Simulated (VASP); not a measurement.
# C (P-1) in VASP: single point with PBE

Aim: the single point of C with PBE.

All numbers are computed with VASP 6.6.1; they aren't measurements. Logs are shortened: lines on timing, memory, paths and dates and some standing lists are left out, and cuts for length are marked.

## Step 1: The cell of the first run

The typed cell holds 2 atoms: a = 2.504 Å, b = 2.514 Å, c = 3.786 Å, α = 110.37°, β = 109.51°, γ = 60.37°.

## Step 2: Single point, PBE (atoms moved at random and the cell strained at random)

INCAR

```
  ALGO = Normal
  EDIFF = 1E-6
  ENCUT = 520
  GGA = PE
  ISIF = 2
  ISMEAR = 0
  LASPH = True
  LCHARG = False
  LREAL = False
  LWAVE = False
  NBANDS = 11
  NELM = 60
  PREC = Accurate
  SIGMA = 0.05
```

KPOINTS

```
k-points
0
Gamma
  16 16 10
```

POSCAR

```
C
1.0
    2.1657553942     -1.2565607010     -0.0176862008
    2.1715528873      1.2666016529     -0.0361350030
   -1.4501757543     -0.0295608582      3.4967012630
C
2
Direct
    0.8089318926      0.8115452981      0.0011921513
    0.1910681074      0.1884547019      0.9988078487
```

Potentials or basis: VASP PAW PBE potentials, release 64 (C).

On the command line:

```
$ cat potpaw_PBE.64/C/POTCAR > POTCAR
$ mpirun -np 1 vasp_std > vasp.out
```

OUTCAR:

```text
EDIFF = 1E-6
   ENCUT = 520
   GGA = PE
   ISIF = 2
   ISMEAR = 0
   LASPH = True
   LREAL = False
   NELM = 60
   PREC = Accurate

 ion  position               nearest neighbor table
   1  0.809  0.812  0.001-   2 1.36   2 1.37   2 1.65
   2  0.191  0.188  0.999-   1 1.36   1 1.37   1 1.65

  LATTYP: Found a triclinic cell.
 ALAT       =     2.5142051284
 B/A-ratio  =     1.8223497159
 C/A-ratio  =     0.9959202054
 COS(alpha) =     0.0006798782
 COS(beta)  =     0.4943467874
 COS(gamma) =     0.5661733290

  Lattice vectors:

 A1 = (  -2.1715528873,  -1.2666016529,   0.0361350030)
 A2 = (  -1.4559732474,  -2.5527232121,   3.5151500652)
 A3 = (  -2.1657553942,   1.2565607010,   0.0176862008)

Analysis of symmetry for initial positions (statically):
=====================================================================
 Subroutine PRICEL returns:
 Original cell was already a primitive cell.

 Routine SETGRP: Setting up the symmetry group for a
 triclinic supercell.

 Subroutine GETGRP returns: Found  2 space group operations
 (whereof  2 operations were pure point group operations)
 out of a pool of  2 trial point group operations.

The static configuration has the point symmetry S_2 .

Analysis of symmetry for dynamics (positions and initial velocities):
=====================================================================
 Subroutine PRICEL returns:
 Original cell was already a primitive cell.

 Routine SETGRP: Setting up the symmetry group for a
 triclinic supercell.

 Subroutine GETGRP returns: Found  2 space group operations
 (whereof  2 operations were pure point group operations)
 out of a pool of  2 trial point group operations.

The dynamic configuration has the point symmetry S_2 .

 Subroutine INISYM returns: Found  2 space group operations
 (whereof  2 operations are pure point group operations),
 and found     1 'primitive' translations

----------------------------------------------------------------------------------------

                                     Primitive cell

  volume of cell :      19.0339

  direct lattice vectors                    reciprocal lattice vectors
     2.165755394 -1.256560701 -0.017686201     0.232630535 -0.396181624  0.093128829
[... 84 lines left out ...]
   ENCUT  =  520.0 eV  38.22 Ry    6.18 a.u.   4.66  4.67  7.04*2*pi/ulx,y,z
   NELM   =     60;   NELMIN=  2; NELMDL= -5     # of ELM steps
   EDIFF  = 0.1E-05   stopping-criterion for ELM
   LREAL  =      F    real-space projection
   EDIFFG = 0.1E-04   stopping-criterion for IOM
   NSW    =      0    number of steps for IOM
   IBRION =     -1    ionic relax: 0-MD 1-quasi-New 2-CG
   NFREE  =      0    steps in history (QN), initial steepest desc. (CG)
   ISIF   =      2    stress and relaxation
   ISYM   =      2    0-nonsym 1-usesym 2-fastsym
   POTIM  = 0.5000    time-step for ionic-motion
   TEBEG  =    0.0;   TEEND  =   0.0 temperature during run
   PSTRESS=    0.0 pullay stress
   NELECT =       8.0000    total number of electrons
   NUPDOWN=      -1.0000    fix difference up-down
   EMIN   =  10.00;   EMAX   =-10.00  energy-range for DOS
   EFERMI =   0.00;   METHOD = LEGACY
   ISMEAR =     0;   SIGMA  =   0.05  broadening in eV -4-tet -1-fermi 0-gaus
   EFERMI_NEDOS =   21; number of points for ismear=-14 and -15
   IALGO  =     38    algorithm
   IMIX   =      4    mixing-type and parameters
     AMIX     =   0.40;   BMIX     =  1.00
     AMIX_MAG =   1.60;   BMIX_MAG =  1.00
  volume/ion in A,a.u.               =       9.52        64.22
  Fermi-wavevector in a.u.,A,eV,Ry     =   1.226297  2.317366 20.460512  1.503805
  Thomas-Fermi vector in A             =   2.361303
   LORBIT       =      0    0 simple, 1 ext, 2 COOP (PROOUT), +10 PAW based schemes
   GGA     = PE    functional components
   LHFCALC =     F    Hartree Fock is set to
   AEXX    =    0.0000 exact exchange contribution
   IVDW    =     0    specifies the selected vdW correction
   LEPSILON=     F    determine dielectric tensor
   LRPA    =     F    only Hartree local field effects (RPA)
 non-spin polarized calculation
 Gauss-broadening in eV      SIGMA  =   0.05
  energy-cutoff  :      520.00
  volume of cell :       19.03
 maximum number of plane-waves:       528
   NGX =  9   NGY =  9   NGZ = 13

 number of electron       8.0000000 magnetization

 Free energy of the ion-electron system (eV)
  ---------------------------------------------------
  ext. energy  EPLUGINS =         0.00000000
  ---------------------------------------------------
  free energy    TOTEN  =       -17.58169197 eV

  energy without entropy =      -17.58160346  energy(sigma->0) =      -17.58164771

 E-fermi :   4.1623     XC(G=0):  -9.9446

 val. band max:        4.0485961720   @ k =  -0.3125   0.3125   0.3000
 cond. band min:       4.1885797274   @ k =   0.0000   0.0000   0.0000
 fundamental gap:      0.1399835554
 Fermi energy:         4.1622853887

 k-point     1 :       0.0000    0.0000    0.0000
  band No.  band energies     occupation
      1     -15.2010      2.00000
      2      -2.4274      2.00000
      3      -1.7598      2.00000
      4       4.1886      0.45705
      5       8.2836      0.00000
      6       8.4304      0.00000
      7      14.8856      0.00000
      8      15.3099      0.00000
      9      15.9167      0.00000
     10      25.5130      0.00000
     11      27.6977      0.00000
[... 309 lines left out ...]
 k-point    24 :      -0.1250    0.0625    0.0000
  band No.  band energies     occupation
      1     -14.6001      2.00000
      2      -3.2403      2.00000
      3      -1.6829      2.00000
      4       2.3878      2.00000
      5       9.0354      0.00000
      6       9.6559      0.00000
      7      12.4778      0.00000
      8      16.4187      0.00000
      9      17.1358      0.00000
     10      25.4947      0.00000
     11      27.4277      0.00000

 [... further k-points ...]
[... 5 lines left out ...]
  --------------------------------------------------------------------------------------
  -------------------------------------------------------------------------------------
  Total       -1.3042806      0.4569928      0.2597359     -0.3063365     -0.0005937      0.0839004
  in kB     -109.7879067     38.4674036     21.8632890    -25.7858965     -0.0499735      7.0623228
  external PRESSURE =     -16.4857381 kB  Pullay stress =       0.0000000 kB

 VOLUME and BASIS-vectors are now :
 -----------------------------------------------------------------------------
  energy-cutoff  :      520.00
  volume of cell :       19.03
      direct lattice vectors                 reciprocal lattice vectors
     2.165755394 -1.256560701 -0.017686201     0.232630535 -0.396181624  0.093128829
     2.171552887  1.266601653 -0.036135003     0.230869506  0.396522170  0.099099943
    -1.450175754 -0.029560858  3.496701263     0.003562449  0.002093797  0.287478968

 POSITION                                       TOTAL-FORCE (eV/Angst)
 -----------------------------------------------------------------------------------
      3.51253      0.01140     -0.03946         6.959928     -0.501596     -0.184146
     -0.62540     -0.03092      3.48234        -6.959928      0.501596      0.184146
 -----------------------------------------------------------------------------------
    total drift:                               -0.000000      0.000000      0.000000

  FREE ENERGIE OF THE ION-ELECTRON SYSTEM (eV)
  ---------------------------------------------------
  free  energy   TOTEN  =       -17.5816919678 eV

  energy  without entropy=      -17.5816034603  energy(sigma->0) =      -17.58164771
```

stdout:

```text
POSCAR found type information on POSCAR C
 POSCAR found :  1 types and       2 ions
 scaLAPACK will be used
 LDA part: xc-table for (Slater+PW92), standard interpolation
 POSCAR, INCAR and KPOINTS ok, starting setup
 FFT: planning ... GRIDC
 FFT: planning ... GRID_SOFT
 FFT: planning ... GRID
 WAVECAR not read
 entering main loop
```

It used 310 s of CPU time on 1 thread of AMD EPYC 7R13 Processor (Zen 3) (shared host).

What came out:

```
Free energy            : -17.5817 eV
Pressure               : -1.6 GPa
Largest force          : 6.980 eV/Å
Band gap on the k mesh : zero (band 4 reaches 4.20 eV, above the bottom of band 5 at 3.82 eV)
```

Forces in eV/Å, atoms in the order of the input:
```
C    6.960 -0.502 -0.184
C   -6.960  0.502  0.184
```

Caveat: the cell differs from its parent crystal (atoms moved at random and the cell strained at random); forces of over 1 eV/Å act on the atoms, so gaps and moduli don't describe the material at rest.
